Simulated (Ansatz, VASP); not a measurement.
**GaN: VASP beside Ansatz**

File INCAR:

```
PREC     = Accurate       # precision mode
ENCUT    = 1330           # plane-wave cutoff, eV
EDIFF    = 1E-6           # SCF threshold, eV
ISMEAR   = -1             # smearing method
SIGMA    = 0.05           # smearing width, eV
LREAL    = F              # projectors in reciprocal space
LASPH    = T              # aspherical terms in the spheres
NELM     = 120            # most SCF steps
ALGO     = Normal         # electronic algorithm
ISIF     = 2              # what is computed and relaxed
LWAVE    = F              # write WAVECAR
LCHARG   = T              # write CHGCAR
GGA      = B5             # functional
ALDAX    = 1.0          
AGGAX    = 1.0          
AGGAC    = 1.0          
ALDAC    = 0.0          
LELF     = T              # ELF
LVHAR    = T            
NBANDS   = 16             # bands
GGA_COMPAT= F
```

The input KPOINTS:

```
Automatic mesh
0
Gamma
  10 10 10
```

POSCAR

```
GaN
1.0
    0.0000000000      2.2383759866      2.2383759866
    2.2383759866      0.0000000000      2.2383759866
    2.2383759866      2.2383759866      0.0000000000
Ga N
1 1
Direct
    0.0000000000      0.0000000000      0.0000000000
    0.2500000000      0.2500000000      0.2500000000
```

File input.yaml:

```yaml
crystal:
  lattice:
    - [0.0, 2.2383759866, 2.2383759866]
    - [2.2383759866, 0.0, 2.2383759866]
    - [2.2383759866, 2.2383759866, 0.0]
  atoms:
    - { symbol: Ga, position: [0.0, 0.0, 0.0] }
    - { symbol: "N", position: [0.25, 0.25, 0.25] }
hamiltonian:
  xc: blyp
  pseudopotentials: { kind: paw }
kpoints:
  mp_grid: { grid: [10, 10, 10] }
scf:
  occupations: { method: fermi_dirac, width: 0.05 }
output:
  forces: true
  stress: true
  eigenvalues: true
```

Alike in both runs: task single point; functional BLYP; k mesh 10 × 10 × 10; occupations fermi-dirac, width 0.05 eV; no spin polarisation.

|  | VASP | Ansatz |
| --- | --- | --- |
| version | VASP 6.6.1 | Ansatz 0.2.0 |
| potentials or method | VASP PAW PBE potentials, release 64 (Ga_d, N_h) | Ansatz PAW |
| plane-wave cutoff (eV) | 1330 | 420 |
| valence electrons in the cell | 18 | 18 |

|  | VASP | Ansatz | Ansatz less VASP |
| --- | --- | --- | --- |
| gap on the k mesh at the Fermi level (eV) | 1.95 | 1.96 | +0.006 |
| least direct gap on the mesh (eV) | 1.95 | 1.96 | +0.006 |
| pressure (GPa) | 16.4 | 14.9 | -1.59 |

VASP's potentials were made for PBE, not for BLYP. With one functional, cell and mesh, what is left measures potentials, basis and numerics.
